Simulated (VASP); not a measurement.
Wanted: the native input for a VASP 6.6.1 run.

```yaml
Task: single point
Functional: PBE
Potentials_or_basis: VASP PAW PBE potentials, release 64 (Mg, Se)
Cutoff: 520 eV
k_mesh: 4 × 4 × 4
Occupations: gaussian, width 0.1 eV
Spin: no spin polarisation
Dipole_correction: no
Further_INCAR_settings: ALGO = Normal; EDIFF = 1e-06; NBANDS = 17
```

The structure of Mg5Se lies in POSCAR:

```
Mg5Se
1.0
    0.0000000000      4.0319001000      4.0319001000
    4.0319001000      0.0000000000      4.0319001000
    4.0319001000      4.0319001000      0.0000000000
Mg Se
5 1
Direct
    0.0000000000      0.0000000000      0.0000000000
    0.3866943800      0.3866943800      0.3866943800
    0.3866943800      0.3866943800      0.8399168600
    0.3866943800      0.8399168600      0.3866943800
    0.8399168600      0.3866943800      0.3866943800
    0.2500000000      0.2500000000      0.2500000000
```

The cell was generated, and may not be a known phase.

One way to write it, as run:

INCAR

```
  ALGO = Normal
  EDIFF = 1E-6
  ENCUT = 520
  GGA = PE
  ISIF = 2
  ISMEAR = 0
  LASPH = True
  LCHARG = False
  LREAL = False
  LWAVE = False
  NBANDS = 17
  NELM = 80
  PREC = Accurate
  SIGMA = 0.1
```

KPOINTS

```
k-points
0
Gamma
  4 4 4
```

Potentials or basis: VASP PAW PBE potentials, release 64 (Mg, Se).

Launch:

```sh
$ cat potpaw_PBE.64/Mg/POTCAR potpaw_PBE.64/Se/POTCAR > POTCAR
$ mpirun -np 1 vasp_std > vasp.out
```

Results of the run:

```
Pressure               : 45.8 GPa
Largest force          : 9.406 eV/Å
Band gap on the k mesh : zero (bands 8 and 9 overlap by 0.64 eV)
```

Caveat: the cell stands under pressure; semilocal functionals underestimate gaps, and a narrow one can read as zero; forces of over 1 eV/Å act on the atoms, so gaps and moduli don't describe the material at rest.

It took 13 s on 1 thread of Intel(R) Xeon(R) 6975P-C (Granite Rapids) (shared host), peak memory 0.24 GiB.
